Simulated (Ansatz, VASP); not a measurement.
# Two plane-wave programs on IrRu19

INCAR

```
SYSTEM = IrRu19
ALGO     = Normal         ! electronic algorithm
DIPOL    = 0.5 0.5 0.500
EDIFF    = 1E-6           ! SCF threshold, eV
ENCUT    = 400            ! plane-wave cutoff, eV
GGA      = PE             ! functional
GGA_COMPAT= .FALSE.      
IDIPOL   = 3            
ISIF     = 2              ! what is computed and relaxed
ISMEAR   = 1              ! smearing method
LASPH    = .TRUE.         ! aspherical terms in the spheres
LCHARG   = .FALSE.        ! write CHGCAR
LDIPOL   = .TRUE.       
LREAL    = .FALSE.        ! projectors in reciprocal space
LWAVE    = .FALSE.        ! write WAVECAR
NBANDS   = 154            ! bands
NELM     = 120            ! most SCF steps
NELMDL   = -8           
PREC     = Accurate       ! precision mode
SIGMA    = 0.1            ! smearing width, eV
```

KPOINTS

```
k-points
0
G
  12 12 1
  0 0 0
```

The input POSCAR:

```
IrRu19
1.0
    5.4395046079      0.0000000000      0.0000000000
   -2.7197523040      4.7107491745      0.0000000000
    0.0000000000      0.0000000000     20.5940128308
Ru Ir
19 1
Direct
    0.1666666667      0.3333333333      0.2940900120
    0.1672092284      0.8336046142      0.2942200577
    0.6663953858      0.3327907716      0.2942200577
    0.6663953858      0.8336046142      0.2942200577
    0.3335710146      0.1664289854      0.3943746043
    0.3335710146      0.6671420292      0.3943746043
    0.8328579708      0.1664289854      0.3943746043
    0.8333333333      0.6666666667      0.3945749786
    0.1665662978      0.8332831489      0.5000000026
    0.6667168511      0.3334337022      0.5000000026
    0.6667168511      0.8332831489      0.5000000026
    0.3335710172      0.1664289828      0.6056253914
    0.3335710172      0.6671420344      0.6056253914
    0.8328579656      0.1664289828      0.6056253914
    0.8333333333      0.6666666667      0.6054250170
    0.1666666667      0.3333333333      0.7059099912
    0.1672092113      0.8336046056      0.7057799434
    0.6663953944      0.3327907887      0.7057799434
    0.6663953944      0.8336046056      0.7057799434
    0.1666666667      0.3333333333      0.5000000023
```

Input for Ansatz:

```yaml
crystal:
  lattice:
    - [5.4395046079, 0.0, 0.0]
    - [-2.719752304, 4.7107491745, 0.0]
    - [0.0, 0.0, 20.5940128308]
  atoms:
    - { symbol: Ru, position: [0.1666666667, 0.3333333333, 0.2940900124] }
    - { symbol: Ru, position: [0.1672092288, 0.8336046144, 0.2942200584] }
    - { symbol: Ru, position: [0.6663953856, 0.3327907712, 0.2942200584] }
    - { symbol: Ru, position: [0.6663953856, 0.8336046144, 0.2942200584] }
    - { symbol: Ru, position: [0.3335710147, 0.1664289853, 0.3943746045] }
    - { symbol: Ru, position: [0.3335710147, 0.6671420295, 0.3943746045] }
    - { symbol: Ru, position: [0.8328579705, 0.1664289853, 0.3943746045] }
    - { symbol: Ru, position: [0.8333333333, 0.6666666667, 0.3945749792] }
    - { symbol: Ir, position: [0.1666666667, 0.3333333333, 0.5000000025] }
    - { symbol: Ru, position: [0.1665662972, 0.8332831486, 0.5000000026] }
    - { symbol: Ru, position: [0.6667168514, 0.3334337028, 0.5000000026] }
    - { symbol: Ru, position: [0.6667168514, 0.8332831486, 0.5000000026] }
    - { symbol: Ru, position: [0.3335710172, 0.1664289828, 0.6056253913] }
    - { symbol: Ru, position: [0.3335710172, 0.6671420345, 0.6056253913] }
    - { symbol: Ru, position: [0.8328579655, 0.1664289828, 0.6056253913] }
    - { symbol: Ru, position: [0.8333333333, 0.6666666667, 0.6054250164] }
    - { symbol: Ru, position: [0.1666666667, 0.3333333333, 0.7059099908] }
    - { symbol: Ru, position: [0.1672092115, 0.8336046058, 0.7057799427] }
    - { symbol: Ru, position: [0.6663953942, 0.3327907885, 0.7057799427] }
    - { symbol: Ru, position: [0.6663953942, 0.8336046058, 0.7057799427] }
basis:
  ecutwfc: 420
kpoints:
  mp_grid: { grid: [12, 12, 1] }
hamiltonian:
  xc: pbe
  pseudopotentials: { kind: paw, azcp: { folder: soft_1 } }
scf:
  occupations: { method: methfessel_paxton, width: 0.1 }
  n_extra_bands: 18
  max_iter: 160
output:
  forces: true
  eigenvalues: true
  write_density: true
  write_potential: true
  elf: true
  volumetric_format: npy
efield:
  axis: 3
  dipole_correction: true
```

Alike in both runs: task single point; functional PBE; k mesh 12 × 12 × 1; occupations methfessel-paxton of order 1, width 0.1 eV; no spin polarisation.

|  | VASP | Ansatz |
| --- | --- | --- |
| version | VASP 6.6.1 | Ansatz 0.2.0 |
| potentials or method | VASP PAW PBE potentials, release 64 (Ru_pv, Ir), cutoff 400 eV | scalar-relativistic, plane waves, PAW |
| valence electrons in the cell | 275 | 321 |

```tsv
	VASP	Ansatz	Ansatz less VASP
gap on the k mesh at the Fermi level (eV)	none	none	-
rms of the force components (eV/Å)	0.035	0.032	-0.0031
```

A gap of «none» marks a metal or a gap that the smearing closes. VASP's potentials hold 275 valence electrons a cell and Ansatz's 321, so a difference there can come from the potentials and not from the codes. Ansatz's warnings: vacuum density over bound, xc potential rough in thin density.

Spin-orbit coupling is off throughout.
